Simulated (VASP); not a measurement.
A run of VASP 6.6.1:

The input INCAR:

```
PREC = Accurate
ENCUT = 600
EDIFF = 1E-6
ISMEAR = 0
SIGMA = 0.1
LREAL = F
LASPH = T
NELM = 100
ALGO = Normal
ISIF = 3
LWAVE = F
LCHARG = F
GGA = PS
IBRION = 2
NSW = 80
EDIFFG = -0.01
```

File KPOINTS:

```
regular mesh
0
Gamma
  20 20 20
```

POSCAR

```
V
1.0
   -1.4825725688      1.4825725688      1.4825725688
    1.4825725688     -1.4825725688      1.4825725688
    1.4825725688      1.4825725688     -1.4825725688
V
1
Direct
    0.0000000000      0.0000000000      0.0000000000
```

Potentials or basis: VASP PAW PBE potentials, release 64 (V_sv).

Command:

```console
$ cat potpaw_PBE.64/V_sv/POTCAR > POTCAR
$ mpirun -np 1 vasp_std > vasp.out
```

Hardware: 1 thread of AMD EPYC 9R45 96-Core Processor (Zen 5) (shared host).

Problem. How long does it take, and how much memory?

Solution. Wall time 40 s on 1 thread of AMD EPYC 9R45 96-Core Processor (Zen 5), with other jobs on the host, peak memory 0.15 GiB. Counts: scf iterations 21, k points 256, ion steps 3.
